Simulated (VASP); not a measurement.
Here is a VASP 6.6.1 calculation.

The input INCAR:

```
ALGO = Normal
EDIFF = 1E-7
ENCUT = 520
GGA = PE
ISIF = 2
ISMEAR = -1
LASPH = T
LCHARG = T
LELF = T
LREAL = F
LVHAR = T
LWAVE = F
NBANDS = 16
NELM = 60
PREC = Accurate
SIGMA = 0.03
```

The input KPOINTS:

```
k-points
0
Gamma
  8 8 6
```

The input POSCAR:

```
Se
1.0
    4.3551696776     -0.0217758484     -0.0217758484
   -2.1964432767      3.7825755028     -0.0079705137
   -0.0247472500     -0.0247472500      4.9494500000
Se
3
Direct
    0.2170000000      0.0000000000      0.1666666667
    0.0000000000      0.2170000000      0.8333333333
    0.7830000000      0.7830000000      0.5000000000
```

Potentials or basis: VASP PAW PBE potentials, release 64 (Se).

Run with:

```console
$ cat potpaw_PBE.64/Se/POTCAR > POTCAR
$ mpirun -np 1 vasp_std > vasp.out
```

(1) What does it give for the largest force?

(2) What does it give for the band gap on the k mesh?

(3) What does it give for the pressure?

## Answers

(1) 1.247 eV/Å.

(2) 1.08 eV (least direct gap 1.17 eV).

(3) 5.7 GPa.

Caveat: the cell differs from its parent crystal (equal xy, yz and zx shear strains of -1 %); the cell stands under pressure; forces of over 1 eV/Å act on the atoms, so gaps and moduli don't describe the material at rest.
